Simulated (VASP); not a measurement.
The system is TiTe2.

```xyz
3
Lattice="3.8267 0.0000 0.0000 -1.9134 3.3140 0.0000 0.0000 0.0000 6.5835" Properties=species:S:1:pos:R:3 pbc="T T T"
Te    0.0000    2.2093    4.8534
Te    1.9134    1.1047    1.7301
Ti    0.0000    0.0000    0.0000
```

This cell differs from its parent crystal: volume scaled by 1.04.

Program: VASP 6.6.1. Alike in all runs: task single point; no spin polarisation; cell as given; k mesh 8 × 8 × 4; cutoff (eV) 520; smearing fermi-dirac 0.05 eV.

Problem. Order these runs on this cell by their pressure, lowest first.
A. level PBE; potentials or basis VASP PAW PBE potentials, release 64 (Te, Ti_sv)
B. level PBEsol; potentials or basis VASP PAW PBE potentials, release 64 (Te, Ti_sv)
C. level LDA; potentials or basis VASP PAW LDA potentials, release 64 (Te, Ti_sv)

Solution. C (-6.1 GPa), B (-4.4 GPa), A (-1.5 GPa).

Caveats: this functional lacks dispersion, which binds the layers, so the pressure and a relaxed spacing across them are unreliable (some runs); the PAW data sets were made with another functional, which shifts forces and pressure a little (some runs).
